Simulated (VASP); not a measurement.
The system is CdSe.

```xyz
4
Lattice="4.3407 0.0000 0.0000 -2.1704 3.7592 0.0000 0.0000 0.0000 7.0766" Properties=species:S:1:pos:R:3 pbc="T T T"
Cd    0.0000    2.5061   -0.0034
Cd    2.1704    1.2531    3.5350
Se    0.0000    2.5061    2.6571
Se    2.1704    1.2531    6.1954
```

Base run:

```yaml
Program: VASP 6.6.1
Functional: r2SCAN
Potentials_or_basis: VASP PAW PBE potentials, release 64 (Cd, Se)
Cutoff: 520 eV
k_mesh: 12 × 12 × 4
Occupations: gaussian, width 0.01 eV
Spin: no spin polarisation
```

Its results: band gap on the k mesh 1.09 eV, direct; pressure 0.2 GPa.

Question: The run is repeated on the same cell with these changes: functional from r2SCAN to PBE. What comes out?

Answer: Band gap on the k mesh 0.61 eV, direct; pressure 1.7 GPa.

r2SCAN gives the wider gap, since meta-GGAs in the generalised Kohn-Sham scheme recover part of the derivative discontinuity.

Caveats: the PAW data sets were made with another functional, which shifts forces and pressure a little (some runs).

A k mesh can miss the band edges.
